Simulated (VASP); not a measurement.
# Y2HfF (I4/mmm) in VASP: notebook

Y2HfF is run at these levels: PBE; tasks: single point.

Program: VASP 6.6.1. These are calculated values, not measurements. Logs are shortened: lines on timing, memory, paths and dates and some standing lists are left out, and cuts for length are marked.

### Step 1. The cell of the first run

The structure is tetragonal, space group I4/mmm (No. 139). Conventional cell: a = 4.388 Å, b = 4.388 Å, c = 8.201 Å, α = 90.00°, β = 90.00°, γ = 90.00°. Y (site symmetry -4m2) has 4 Hf at 3.00 Å and 4 F at 3.00 Å and 4 Y at 3.10 Å within 4.0 Å. Hf (site symmetry 4/mmm) has 8 Y at 3.00 Å and 4 F at 3.10 Å within 4.0 Å. Within 4.0 Å of F (site symmetry 4/mmm) lie 8 Y at 3.00 Å and 4 Hf at 3.10 Å.

### Step 2. Single point, PBE

Input file INCAR:

```
PREC = Accurate
ENCUT = 520
EDIFF = 1E-7
ISMEAR = 0
SIGMA = 0.1
LREAL = False
LASPH = True
NELM = 80
ALGO = Normal
ISIF = 2
LWAVE = False
LCHARG = False
GGA = PE
NBANDS = 28
```

Input file KPOINTS:

```
regular mesh
0
Gamma
  6 6 6
```

Input file POSCAR:

```
Y2HfF
1.0
   -2.1937707600      2.1937707600      4.1004535100
    2.1937707600     -2.1937707600      4.1004535100
    2.1937707600      2.1937707600     -4.1004535100
Y Hf F
2 1 1
Direct
    0.7500000000      0.2500000000      0.5000000000
    0.2500000000      0.7500000000      0.5000000000
    0.0000000000      0.0000000000      0.0000000000
    0.5000000000      0.5000000000      0.0000000000
```

Potentials or basis: VASP PAW PBE potentials, release 64 (Y_sv, Hf_pv, F).

Run with:

```sh
cat potpaw_PBE.64/Y_sv/POTCAR potpaw_PBE.64/Hf_pv/POTCAR potpaw_PBE.64/F/POTCAR > POTCAR
mpirun -np 1 vasp_std > vasp.out
```

OUTCAR:

```text
PREC = Accurate
   ENCUT = 520
   EDIFF = 1E-7
   ISMEAR = 0
   LREAL = False
   LASPH = True
   NELM = 80
   ISIF = 2
   GGA = PE

 ion  position               nearest neighbor table
   1  0.750  0.250  0.500-   4 3.00   3 3.00   3 3.00   4 3.00   3 3.00   4 3.00   4 3.00   3 3.00
                             2 3.10   2 3.10   2 3.10   2 3.10   2 4.10   2 4.10
   2  0.250  0.750  0.500-   3 3.00   4 3.00   3 3.00   4 3.00   3 3.00   4 3.00   3 3.00   4 3.00
                             1 3.10   1 3.10   1 3.10   1 3.10   1 4.10   1 4.10
   3  0.000  0.000  0.000-   1 3.00   2 3.00   1 3.00   2 3.00   1 3.00   2 3.00   1 3.00   2 3.00

   4  0.500  0.500  0.000-   2 3.00   1 3.00   1 3.00   2 3.00   1 3.00   2 3.00   2 3.00   1 3.00

  LATTYP: Found a body centered tetragonal cell.
 ALAT       =     4.3875415200
 C/A-ratio  =     1.8691349091

  Lattice vectors:

 A1 = (  -2.1937707600,   2.1937707600,   4.1004535100)
 A2 = (   2.1937707600,  -2.1937707600,   4.1004535100)
 A3 = (   2.1937707600,   2.1937707600,  -4.1004535100)

Analysis of symmetry for initial positions (statically):
=====================================================================
 Subroutine PRICEL returns:
 Original cell was already a primitive cell.

 Routine SETGRP: Setting up the symmetry group for a
 body centered tetragonal supercell.

 Subroutine GETGRP returns: Found 16 space group operations
 (whereof 16 operations were pure point group operations)
 out of a pool of 16 trial point group operations.

The static configuration has the point symmetry D_4h.

Analysis of symmetry for dynamics (positions and initial velocities):
=====================================================================
 Subroutine PRICEL returns:
 Original cell was already a primitive cell.

 Routine SETGRP: Setting up the symmetry group for a
 body centered tetragonal supercell.

 Subroutine GETGRP returns: Found 16 space group operations
 (whereof 16 operations were pure point group operations)
 out of a pool of 16 trial point group operations.

The dynamic configuration has the point symmetry D_4h.

 Subroutine INISYM returns: Found 16 space group operations
 (whereof 16 operations are pure point group operations),
 and found     1 'primitive' translations

----------------------------------------------------------------------------------------

                                     Primitive cell

  volume of cell :      78.9359

  direct lattice vectors                    reciprocal lattice vectors
    -2.193770760  2.193770760  4.100453510     0.000000000  0.227918071  0.121937732
     2.193770760 -2.193770760  4.100453510     0.227918071  0.000000000  0.121937732
     2.193770760  2.193770760 -4.100453510     0.227918071  0.227918071  0.000000000

  length of vectors
     5.141884799  5.141884799  5.141884799     0.258486861  0.258486861  0.322324827

  position of ions in fractional coordinates (direct lattice)
     0.750000000  0.250000000  0.500000000
     0.250000000  0.750000000  0.500000000
     0.000000000  0.000000000  0.000000000
     0.500000000  0.500000000  0.000000000

  ion indices of the primitive-cell ions
   primitive index   ion index
                 1           1
                 2           2
                 3           3
                 4           4

----------------------------------------------------------------------------------------

 KPOINTS: regular mesh

Automatic generation of k-mesh.
 Grid dimensions read from file:
 generate k-points for:    6    6    6

 Generating k-lattice:

  Cartesian coordinates                     Fractional coordinates (reciprocal lattice)
     0.000000000  0.037986345  0.020322955     0.166666667  0.000000000 -0.000000000
     0.037986345  0.000000000  0.020322955     0.000000000  0.166666667 -0.000000000
     0.037986345  0.037986345  0.000000000     0.000000000  0.000000000  0.166666667

  Length of vectors
     0.043081144  0.043081144  0.053720805

  Shift w.r.t. Gamma in fractional coordinates (k-lattice)
     0.000000000  0.000000000  0.000000000

 Subroutine IBZKPT returns following result:
 ===========================================

 Found     30 irreducible k-points:

 Following reciprocal coordinates:
            Coordinates               Weight
  0.000000  0.000000  0.000000      1.000000
  0.166667  0.000000 -0.000000      8.000000
  0.333333  0.000000  0.000000      8.000000
  0.500000  0.000000 -0.000000      4.000000
  0.166667  0.166667 -0.000000      8.000000
  0.333333  0.166667 -0.000000     16.000000
[... 16 lines left out ...]
 -0.333333 -0.333333  0.166667      8.000000
 -0.166667 -0.333333  0.166667      8.000000
 [... further k-points ...]
   k-points           NKPTS =     30   k-points in BZ     NKDIM =     30   number of bands    NBANDS=     28
   number of dos      NEDOS =    301   number of ions     NIONS =      4
   total plane-waves  NPLWV =  64000
   dimension x,y,z NGX =    40 NGY =   40 NGZ =   40
   dimension x,y,z NGXF=    80 NGYF=   80 NGZF=   80
   ions per type =               2   1   1
   NGX,Y,Z   is equivalent  to a cutoff of  12.93, 12.93, 12.93 a.u.
   NGXF,Y,Z  is equivalent  to a cutoff of  25.87, 25.87, 25.87 a.u.
 SYSTEM =  unknown system
   PREC   = accura    normal or accurate (medium, high low for compatibility)
   ISTART =      0    job   : 0-new  1-cont  2-samecut
   ICHARG =      2    charge: 1-file 2-atom 10-const
   ISPIN  =      1    spin polarized calculation?
   LNONCOLLINEAR =      F non collinear calculations
   LSORBIT =      F    spin-orbit coupling
   LASPH  =      T    aspherical Exc in radial PAW
   ENCUT  =  520.0 eV  38.22 Ry    6.18 a.u.   9.56  9.56  9.56*2*pi/ulx,y,z
   NELM   =     80;   NELMIN=  2; NELMDL= -5     # of ELM steps
   EDIFF  = 0.1E-06   stopping-criterion for ELM
   LREAL  =      F    real-space projection
   EDIFFG = 0.1E-05   stopping-criterion for IOM
   NSW    =      0    number of steps for IOM
   IBRION =     -1    ionic relax: 0-MD 1-quasi-New 2-CG
   NFREE  =      0    steps in history (QN), initial steepest desc. (CG)
   ISIF   =      2    stress and relaxation
   ISYM   =      2    0-nonsym 1-usesym 2-fastsym
   POTIM  = 0.5000    time-step for ionic-motion
   TEBEG  =    0.0;   TEEND  =   0.0 temperature during run
   PSTRESS=    0.0 pullay stress
   NELECT =      39.0000    total number of electrons
   NUPDOWN=      -1.0000    fix difference up-down
   EMIN   =  10.00;   EMAX   =-10.00  energy-range for DOS
   EFERMI =   0.00;   METHOD = LEGACY
   ISMEAR =     0;   SIGMA  =   0.10  broadening in eV -4-tet -1-fermi 0-gaus
   EFERMI_NEDOS =   21; number of points for ismear=-14 and -15
   IALGO  =     38    algorithm
   IMIX   =      4    mixing-type and parameters
     AMIX     =   0.40;   BMIX     =  1.00
     AMIX_MAG =   1.60;   BMIX_MAG =  1.00
  volume/ion in A,a.u.               =      19.73       133.17
  Fermi-wavevector in a.u.,A,eV,Ry     =   1.294210  2.445703 22.789497  1.674981
  Thomas-Fermi vector in A             =   2.425808
   LORBIT       =      0    0 simple, 1 ext, 2 COOP (PROOUT), +10 PAW based schemes
   GGA     = PE    functional components
   LHFCALC =     F    Hartree Fock is set to
   AEXX    =    0.0000 exact exchange contribution
   IVDW    =     0    specifies the selected vdW correction
   LEPSILON=     F    determine dielectric tensor
   LRPA    =     F    only Hartree local field effects (RPA)
 non-spin polarized calculation
 Gauss-broadening in eV      SIGMA  =   0.10
  energy-cutoff  :      520.00
  volume of cell :       78.94
 maximum number of plane-waves:      2160
 NGX is ok and might be reduce to    40
   NGX = 19   NGY = 19   NGZ = 19

 number of electron      38.9999997 magnetization

 Free energy of the ion-electron system (eV)
  ---------------------------------------------------
  ext. energy  EPLUGINS =         0.00000000
  ---------------------------------------------------
  free energy    TOTEN  =       -23.91616566 eV

  energy without entropy =      -23.89503675  energy(sigma->0) =      -23.90560120

 E-fermi :   4.5710     XC(G=0): -10.8136

 val. band max:        4.5576201710   @ k =  -0.1667   0.3333   0.1667
 cond. band min:       4.6014500098   @ k =  -0.3333   0.5000   0.1667
 fundamental gap:      0.0438298387
 Fermi energy:         4.5709710118

 k-point     1 :       0.0000    0.0000    0.0000
  band No.  band energies     occupation
      1     -37.5473      2.00000
      2     -37.3004      2.00000
      3     -25.9626      2.00000
      4     -25.9626      2.00000
      5     -25.7513      2.00000
      6     -19.1936      2.00000
[... 20 lines left out ...]
     27       9.4941      0.00000
     28      10.1141      0.00000

 k-point     2 :       0.1667    0.0000   -0.0000
  band No.  band energies     occupation
      1     -37.5313      2.00000
      2     -37.3170      2.00000
      3     -25.9664      2.00000
      4     -25.9631      2.00000
      5     -25.7488      2.00000
      6     -19.2046      2.00000
[... 20 lines left out ...]
     27       9.2887      0.00000
     28       9.6839      0.00000

 k-point     3 :       0.3333    0.0000    0.0000
  band No.  band energies     occupation
      1     -37.4869      2.00000
      2     -37.3626      2.00000
      3     -25.9741      2.00000
      4     -25.9640      2.00000
      5     -25.7435      2.00000
      6     -19.2255      2.00000
[... 20 lines left out ...]
     27       8.3902      0.00000
     28       9.1114      0.00000

 k-point     4 :       0.5000    0.0000   -0.0000
  band No.  band energies     occupation
      1     -37.4263      2.00000
      2     -37.4238      2.00000
      3     -25.9779      2.00000
      4     -25.9645      2.00000
      5     -25.7406      2.00000
      6     -19.2346      2.00000
[... 20 lines left out ...]
     27       7.6617      0.00000
     28       8.8717      0.00000

 k-point     5 :       0.1667    0.1667   -0.0000
  band No.  band energies     occupation
      1     -37.5171      2.00000
      2     -37.3318      2.00000
      3     -25.9685      2.00000
      4     -25.9659      2.00000
      5     -25.7439      2.00000
      6     -19.2254      2.00000
[... 20 lines left out ...]
     27       9.0103      0.00000
     28       9.4113      0.00000

 k-point     6 :       0.3333    0.1667   -0.0000
  band No.  band energies     occupation
      1     -37.4777      2.00000
      2     -37.3716      2.00000
      3     -25.9743      2.00000
      4     -25.9674      2.00000
      5     -25.7411      2.00000
      6     -19.2447      2.00000
[... 463 lines left out ...]
      5     -25.7337      2.00000
      6     -19.2646      2.00000
[... 20 lines left out ...]
     27       8.0272      0.00000
     28       8.6956      0.00000

 k-point    22 :      -0.1667    0.5000    0.1667
  band No.  band energies     occupation
      1     -37.4857      2.00000
      2     -37.3649      2.00000
      3     -25.9758      2.00000
      4     -25.9658      2.00000
      5     -25.7336      2.00000
      6     -19.2524      2.00000
[... 20 lines left out ...]
     27       8.5412      0.00000
     28       9.0522      0.00000

 k-point    23 :      -0.3333   -0.3333    0.1667
  band No.  band energies     occupation
      1     -37.5164      2.00000
      2     -37.3342      2.00000
      3     -25.9722      2.00000
      4     -25.9675      2.00000
      5     -25.7291      2.00000
      6     -19.2667      2.00000
[... 20 lines left out ...]
     27       8.8824      0.00000
     28       9.3420      0.00000

 k-point    24 :      -0.1667   -0.3333    0.1667
  band No.  band energies     occupation
      1     -37.5311      2.00000
      2     -37.3189      2.00000
      3     -25.9691      2.00000
      4     -25.9657      2.00000
      5     -25.7341      2.00000
      6     -19.2471      2.00000
[... 20 lines left out ...]
     27       9.4248      0.00000
     28       9.9581      0.00000

 [... further k-points ...]

------------------------ aborting loop because EDIFF is reached ----------------------------------------

  FORCE on cell =-STRESS in cart. coord.  units (eV):
  Direction    XX          YY          ZZ          XY          YZ          ZX
  --------------------------------------------------------------------------------------
  -------------------------------------------------------------------------------------
  Total        7.0136679      7.0136679      7.2325531      0.0000000      0.0000000      0.0000000
  in kB      142.3578469    142.3578469    146.8006040      0.0000000      0.0000000      0.0000000
  external PRESSURE =     143.8387660 kB  Pullay stress =       0.0000000 kB

 VOLUME and BASIS-vectors are now :
 -----------------------------------------------------------------------------
  energy-cutoff  :      520.00
  volume of cell :       78.94
      direct lattice vectors                 reciprocal lattice vectors
    -2.193770760  2.193770760  4.100453510     0.000000000  0.227918071  0.121937732
     2.193770760 -2.193770760  4.100453510     0.227918071  0.000000000  0.121937732
     2.193770760  2.193770760 -4.100453510     0.227918071  0.227918071  0.000000000

 POSITION                                       TOTAL-FORCE (eV/Angst)
 -----------------------------------------------------------------------------------
     -0.00000      2.19377      2.05023         0.000000     -0.000000      0.000000
      2.19377     -0.00000      2.05023         0.000000      0.000000     -0.000000
      0.00000      0.00000      0.00000        -0.000000     -0.000000     -0.000000
      0.00000      0.00000      4.10045        -0.000000     -0.000000     -0.000000
 -----------------------------------------------------------------------------------
    total drift:                               -0.000000     -0.000000      0.000000

  FREE ENERGIE OF THE ION-ELECTRON SYSTEM (eV)
  ---------------------------------------------------
  free  energy   TOTEN  =       -23.9161656602 eV

  energy  without entropy=      -23.8950367494  energy(sigma->0) =      -23.90560120
```

Run time: 83 s. Hardware: 1 thread of Intel Xeon Platinum 8488C (Sapphire Rapids), shared host; peak memory 0.29 GiB.

What came out:

```
Free energy : -23.9162 eV
Pressure    : 14.4 GPa
```

Stress tensor (GPa, compression positive):
```
14.24  0.00  0.00
 0.00 14.24  0.00
 0.00  0.00 14.68
```

Caveat: spin-orbit coupling is left out, which moves the levels of the heavy elements; an odd number of electrons without spin polarisation forces a metal; a magnetic or distorted state may lie lower.

### Step 3. Single point, PBE

This run uses another cell than the first one, of 24.67 Å³/atom, 1.250 times its volume.

INCAR: that of step 2 with these lines changed.

```diff
@@ -2,3 +2,3 @@
 ENCUT = 520
-EDIFF = 1E-7
+EDIFF = 1E-6
 ISMEAR = 0
```

KPOINTS is that of step 2.

Input file POSCAR:

```
Y2HfF
1.0
   -2.3650350937      2.3650350937      4.4103268712
    2.3650350937     -2.3650350937      4.4103268712
    2.3650350937      2.3650350937     -4.4103268712
Y Hf F
2 1 1
Direct
    0.7500000000      0.2500000000      0.5000000000
    0.2500000000      0.7500000000      0.5000000000
    0.0000000000      0.0000000000      0.0000000000
    0.5000000000      0.5000000000      0.0000000000
```

Potentials or basis: VASP PAW PBE potentials, release 64 (Y_sv, Hf_pv, F).

Run with:

```sh
cat potpaw_PBE.64/Y_sv/POTCAR potpaw_PBE.64/Hf_pv/POTCAR potpaw_PBE.64/F/POTCAR > POTCAR
mpirun -np 1 vasp_std > vasp.out
```

It took 1.7 min on 1 thread of Intel Xeon Platinum 8488C (Sapphire Rapids), shared host; peak memory 0.31 GiB.

Results (log left out):

| Quantity | Value |
| --- | --- |
| Free energy | -24.6834 eV |
| Pressure | 0.0 GPa |

Levels at points of the mesh, in eV from the Fermi level:
```tsv
k point	band 16	band 17	band 18	band 19	band 20	band 21	band 22	band 23
(0.00, 0.00, 0.00)	-4.50	-1.45	-0.72	-0.56	0.26	0.51	0.51	1.01
(0.50, 0.00, 0.00)	-2.21	-0.85	-0.33	-0.22	0.11	0.36	0.89	0.98
(0.50, 0.50, 0.00)	-2.28	-1.53	-0.44	-0.10	0.50	0.69	0.91	1.17
(0.50, 0.50, 0.50)	-2.72	-1.72	-1.19	-1.14	-0.65	-0.65	0.02	1.59
```

Caveat: spin-orbit coupling is left out, which moves the levels of the heavy elements; an odd number of electrons without spin polarisation forces a metal; a magnetic or distorted state may lie lower.
